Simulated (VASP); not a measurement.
Write the native input for VASP 6.6.1 that does the following.

* Task: relaxation of cell and atoms
* Functional: LDA
* Potentials or basis: VASP PAW LDA potentials, release 64 (Sr_sv, Ca_sv)
* Cutoff: 600 eV
* k mesh: 10 × 10 × 6
* Occupations: fermi-dirac, width 0.05 eV
* Spin: no spin polarisation
* Dipole correction: no
* Further INCAR settings: ALGO = Normal; EDIFF = 1e-06; IBRION = 2; EDIFFG = -0.002; NSW = 100; ISIF = 3

The structure of SrCa lies in POSCAR:

```
SrCa
1.0
    4.1283377441      0.0000000000      0.0000000000
   -2.0641688721      3.5752453618      0.0000000000
    0.0000000000      0.0000000000      6.7887450800
Sr Ca
1 1
Direct
    0.6666666667      0.3333333333      0.5000000000
    0.0000000000      0.0000000000      0.0000000000
```

One way to write it, as run:

INCAR

```
SYSTEM = SrCa
ALGO     = Normal         ! electronic algorithm
EDIFF    = 1E-6           ! SCF threshold, eV
EDIFFG   = -0.002         ! ionic threshold
ENCUT    = 600            ! plane-wave cutoff, eV
GGA      = CA             ! functional
IBRION   = 2              ! ionic algorithm
ISIF     = 3              ! what is computed and relaxed
ISMEAR   = -1             ! smearing method
LASPH    = .TRUE.         ! aspherical terms in the spheres
LCHARG   = .FALSE.        ! write CHGCAR
LREAL    = .FALSE.        ! projectors in reciprocal space
LWAVE    = .FALSE.        ! write WAVECAR
NELM     = 60             ! most SCF steps
NSW      = 100            ! ionic steps
PREC     = Accurate       ! precision mode
SIGMA    = 0.05           ! smearing width, eV
```

KPOINTS

```
k-points
0
G
  10 10 6
  0 0 0
```

Potentials or basis: VASP PAW LDA potentials, release 64 (Sr_sv, Ca_sv).

The run is started by

```sh
$ cat potpaw_LDA.64/Sr_sv/POTCAR potpaw_LDA.64/Ca_sv/POTCAR > POTCAR
$ mpirun -np 1 vasp_std > vasp.out
```

Results of the run:

* Relaxed volume: 43.23 Å³/atom
* Relaxed cell: a = 3.925 Å, b = 3.925 Å, c = 6.480 Å, α = 90.00°, β = 90.00°, γ = 120.00°
* Space group after relaxing (to 0.05 Å): P-6m2 (No. 187)
* Energy gained by relaxing: 42.4 meV/atom
* Ionic steps: 36
* Pressure after relaxing: 0.0 GPa
* Band gap on the k mesh: zero (band 10 reaches 2.14 eV, above the bottom of band 11 at 2.00 eV)

Wall time 10 min on 1 thread of Intel(R) Xeon(R) Platinum 8559C (Emerald Rapids), with other jobs on the host, peak memory 0.3 GiB.
